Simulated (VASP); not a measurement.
Input of a VASP 6.6.1 run:

Contents of INCAR:

```
PREC     = Accurate       # precision mode
ENCUT    = 520            # plane-wave cutoff, eV
EDIFF    = 1E-6           # SCF threshold, eV
ISMEAR   = 0              # smearing method
SIGMA    = 0.15           # smearing width, eV
LREAL    = False          # projectors in reciprocal space
LASPH    = True           # aspherical terms in the spheres
NELM     = 150            # most SCF steps
ALGO     = Normal         # electronic algorithm
ISIF     = 2              # what is computed and relaxed
LWAVE    = False          # write WAVECAR
LCHARG   = False          # write CHGCAR
ISPIN    = 2              # spin polarisation
MAGMOM   = 0.625          # initial moments
LORBIT   = 11             # projections on sites
NUPDOWN  = 0.625          # fixed moment
LMAXMIX  = 4              # l up to which the mixer works
GGA      = CA             # functional
NBANDS   = 16             # bands
```

Contents of KPOINTS:

```
regular mesh
0
Gamma
  22 22 22
```

Contents of POSCAR:

```
Ti
1.0
    0.0000000000      2.0005327171      2.0005327171
    2.0005327171      0.0000000000      2.0005327171
    2.0005327171      2.0005327171      0.0000000000
Ti
1
Direct
    0.0000000000      0.0000000000      0.0000000000
```

Potentials or basis: VASP PAW LDA potentials, release 64 (Ti_sv).

The run is started by

```sh
$ cat potpaw_LDA.64/Ti_sv/POTCAR > POTCAR
$ mpirun -np 1 vasp_std > vasp.out
```

(1) What does it give for the pressure?

Results:

(1) 1.4 GPa.

Caveat: the total moment is fixed, so each spin has its own Fermi level and the state may be an excited one.
